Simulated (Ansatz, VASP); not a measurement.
## CdSe4: VASP beside Ansatz

```xyz
5
Lattice="3.9265 0.0000 0.0000 0.0000 8.2177 0.0000 0.0000 0.0000 5.7172" Properties=species:S:1:pos:R:3 pbc="T T T"
Cd    1.9632    0.0000    3.7474
Se    0.0000    6.9926    0.7264
Se    0.0000    1.2251    0.7264
Se    0.0000    1.7972    3.0298
Se    0.0000    6.4205    3.0298
```

Alike in both runs: functional PBE; k mesh 4 × 2 × 3; occupations gaussian, width 0.2 eV; no spin polarisation.

Ansatz relaxed the structure, and its values are those at the end. VASP's run is a single point on that final structure, the one shown.

```csv
,VASP,Ansatz
version,VASP 6.6.1,Ansatz 0.2.0
potentials or method,"VASP PAW PBE potentials, release 64 (Cd, Se), cutoff 520 eV","scalar-relativistic, plane waves, PAW"
valence electrons in the cell,36,84
```

```csv
,VASP,Ansatz,Ansatz less VASP
gap on the k mesh at the Fermi level (eV),none,none,-
pressure (GPa),0.6,0.4,-0.13
rms of the force components (eV/Å),0.048,0.033,-0.0147
```

A gap of «none» marks a metal or a gap that the smearing closes. VASP's potentials hold 36 valence electrons a cell and Ansatz's 84, so a difference there can come from the potentials and not from the codes.

The k mesh is coarse, so the values compare programs but aren't converged.
